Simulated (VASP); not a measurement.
## AlN: single point with PBE-based screened hybrid with 25 % exact exchange

AlN:

```xyz
2
Lattice="0.0000 2.1840 2.1840 2.1840 0.0000 2.1840 2.1840 2.1840 0.0000" Properties=species:S:1:pos:R:3 pbc="T T T"
Al    0.0000    0.0000    0.0000
N     1.0920    1.0920    1.0920
```

```yaml
Program: VASP 6.6.1
Task: single point
Functional: PBE-based screened hybrid with 25 % exact exchange
Potentials_or_basis: VASP PAW PBE potentials, release 64 (Al, N)
Cutoff: 520 eV
k_mesh: 5 × 5 × 5
Occupations: fermi-dirac, width 0.05 eV
Spin: no spin polarisation
Dipole_correction: no
Grid_for_exact_exchange_PRECFOCK: Normal
Share_of_exact_exchange: 0.25
Further_INCAR_settings: ALGO = Normal; EDIFF = 1e-06; NBANDS = 11
Screening_parameter: 0.3 1/Å
```

```
Pressure               : -0.3 GPa
Band gap on the k mesh : 4.94 eV (least direct gap 5.32 eV)
```

Levels at points of the mesh, in eV from the valence-band top:
```tsv
k point	band 1	band 2	band 3	band 4	band 5	band 6	band 7	band 8
(0.00, 0.00, 0.00)	-16.41	0.00	0.00	0.00	5.32	13.96	13.96	13.96
```

Run time: 60 s on 1 thread of Intel(R) Xeon(R) 6975P-C (Granite Rapids) (shared host), peak memory 0.23 GiB.

Caveat: the k points lie up to 0.50 Å⁻¹ apart; the PAW data sets were made with another functional, which shifts forces and pressure a little; an odd mesh through Γ misses points on the zone boundary, where band edges can lie.
